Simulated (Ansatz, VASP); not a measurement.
## CdSe in VASP and in Ansatz

File INCAR:

```
SYSTEM = CdSe
ALGO = Normal ; EDIFF = 1E-7
ENCUT = 520 ; GGA = PE
ISIF = 2 ; ISMEAR = -1
LASPH = .True. ; LCHARG = .False.
LREAL = .False. ; LWAVE = .False.
NBANDS = 16 ; NELM = 80
PREC = Accurate ; SIGMA = 0.05
```

File KPOINTS:

```
k-points
0
Gamma
  12 12 12
  0 0 0
```

POSCAR

```
CdSe
1.0
    3.3012583686      0.0000000000      0.0000000000
    0.0000000000      3.3012583686      0.0000000000
    0.0000000000      0.0000000000      3.3012583686
Cd Se
1 1
Direct
    0.0000000000      0.0000000000      0.0000000000
    0.5000000000      0.5000000000      0.5000000000
```

Input for Ansatz:

```yaml
crystal:
  lattice:
    - [3.3012583686, 0.0, 0.0]
    - [0.0, 3.3012583686, 0.0]
    - [0.0, 0.0, 3.3012583686]
  atoms:
    - { symbol: Cd, position: [0.0, 0.0, 0.0] }
    - { symbol: Se, position: [0.5, 0.5, 0.5] }
kpoints:
  mp_grid: { grid: [12, 12, 12] }
scf:
  occupations: { method: fermi_dirac, width: 0.05 }
hamiltonian:
  xc: pbe
  pseudopotentials: { kind: paw }
output:
  forces: true
  stress: true
  eigenvalues: true
  populations: true
```

Change from the starting cell: volume scaled by 0.8, PAW files.

Alike in both runs: task single point; functional PBE; k mesh 12 × 12 × 12; occupations fermi-dirac, width 0.05 eV; no spin polarisation.

|  | VASP | Ansatz |
| --- | --- | --- |
| version | VASP 6.6.1 | Ansatz 0.2.0 |
| potentials or method | VASP PAW PBE potentials, release 64 (Cd, Se) | PAW with Ansatz's default frozen-core files, scalar-relativistic |
| plane-wave cutoff (eV) | 520 | 420 |
| valence electrons in the cell | 18 | 36 |

Ansatz gave:

| Property | Result |
| --- | --- |
| pressure (GPa) | 22.2 |

Q: Estimate VASP's values.

A: Pressure (GPa): 23.0.

The functional is the same, so the differences come from potentials, cutoffs and numerics. VASP's potentials hold 18 valence electrons a cell and Ansatz's 36, so a difference there can come from the potentials and not from the codes.
